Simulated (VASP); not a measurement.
Wanted: the native input for a VASP 6.6.1 run.

- Task: single point
- Functional: PBE
- Potentials or basis: VASP PAW PBE potentials, release 64 (Ti_sv, Nb_sv, C)
- Cutoff: 520 eV
- k mesh: 12 × 12 × 12
- Occupations: gaussian, width 0.1 eV
- Spin: no spin polarisation
- Dipole correction: no
- Further INCAR settings: ALGO = Normal; EDIFF = 1e-06; NBANDS = 34

The structure of Ti2NbC3 lies in POSCAR:

```
Ti2NbC3
1.0
    4.8084071189      0.0000000000      0.0000000000
   -2.4042035594      4.1642027167      0.0000000000
    0.0000000000      0.0000000000      3.2276826947
Ti Nb C
2 1 3
Direct
    0.3333333333      0.6666666667      0.0000000000
    0.6666666667      0.3333333333      0.0000000000
    0.0000000000      0.0000000000      0.5000000000
    0.5000000000      0.0000000000      0.5000000000
    0.0000000000      0.5000000000      0.5000000000
    0.5000000000      0.5000000000      0.5000000000
```

The cell was built from a structure type or drawn by symmetry, and may not be a known phase.

The input as run:

INCAR

```
SYSTEM = Ti2NbC3
  ALGO = Normal
  EDIFF = 1E-6
  ENCUT = 520
  GGA = PE
  ISIF = 2
  ISMEAR = 0
  LASPH = .True.
  LCHARG = .False.
  LREAL = .False.
  LWAVE = .False.
  NBANDS = 34
  NELM = 100
  PREC = Accurate
  SIGMA = 0.1
```

KPOINTS

```
k-points
0
Gamma
  12 12 12
  0 0 0
```

Potentials or basis: VASP PAW PBE potentials, release 64 (Ti_sv, Nb_sv, C).

Launch:

```sh
$ cat potpaw_PBE.64/Ti_sv/POTCAR potpaw_PBE.64/Nb_sv/POTCAR potpaw_PBE.64/C/POTCAR > POTCAR
$ mpirun -np 1 vasp_std > vasp.out
```

It gave:

```
Pressure               : 0.0 GPa
Band gap on the k mesh : zero (an odd number of electrons rules out a gap without spin polarisation)
```

It took 8 min on 1 thread of Intel Xeon 8259CL (shared host), peak memory 0.37 GiB.
